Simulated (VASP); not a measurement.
Wanted: the native input for a VASP 6.6.1 run.

```yaml
Task: single point
Functional: PBE
Potentials_or_basis: VASP PAW PBE potentials, release 64 (Mg, Sb, Ge_d)
Cutoff: 520 eV
k_mesh: 6 × 6 × 2
Occupations: fermi-dirac, width 0.02 eV
Spin: no spin polarisation
Dipole_correction: no
Further_INCAR_settings: ALGO = Normal; EDIFF = 1e-07; NBANDS = 36
```

The structure of MgGeSb2 lies in POSCAR:

```
MgGeSb2
1.0
    4.4783294391      0.0000000000      0.0000000000
    0.0000000000      4.4783294391      0.0000000000
    0.0000000000      0.0000000000     13.1356452979
Mg Sb Ge
2 4 2
Direct
    0.5000000000      0.0000000000      0.8712861862
    0.0000000000      0.5000000000      0.1287138138
    0.5000000000      0.5000000000      0.0000000000
    0.0000000000      0.0000000000      0.2621285909
    0.5000000000      0.5000000000      0.5000000000
    0.0000000000      0.0000000000      0.7378714091
    0.5000000000      0.0000000000      0.3791555484
    0.0000000000      0.5000000000      0.6208444516
```

These files were run (other wordings do the same):

INCAR

```
ALGO = Normal
EDIFF = 1E-7
ENCUT = 520
GGA = PE
ISIF = 2
ISMEAR = -1
LASPH = T
LCHARG = F
LREAL = F
LWAVE = F
NBANDS = 36
NELM = 60
PREC = Accurate
SIGMA = 0.02
```

KPOINTS

```
k-points
0
Gamma
  6 6 2
```

Potentials or basis: VASP PAW PBE potentials, release 64 (Mg, Sb, Ge_d).

Launch:

```sh
$ cat potpaw_PBE.64/Mg/POTCAR potpaw_PBE.64/Sb/POTCAR potpaw_PBE.64/Ge_d/POTCAR > POTCAR
$ mpirun -np 1 vasp_std > vasp.out
```

It gave:

```
Pressure               : 0.0 GPa
Largest force          : 0.015 eV/Å
Band gap on the k mesh : zero (bands 26 and 27 overlap by 0.27 eV)
```

Caveat: spin-orbit coupling is left out, which moves the levels of the heavy elements.

It took 100 s on 1 thread of Intel(R) Xeon(R) 6975P-C (Granite Rapids) (shared host), peak memory 0.45 GiB.
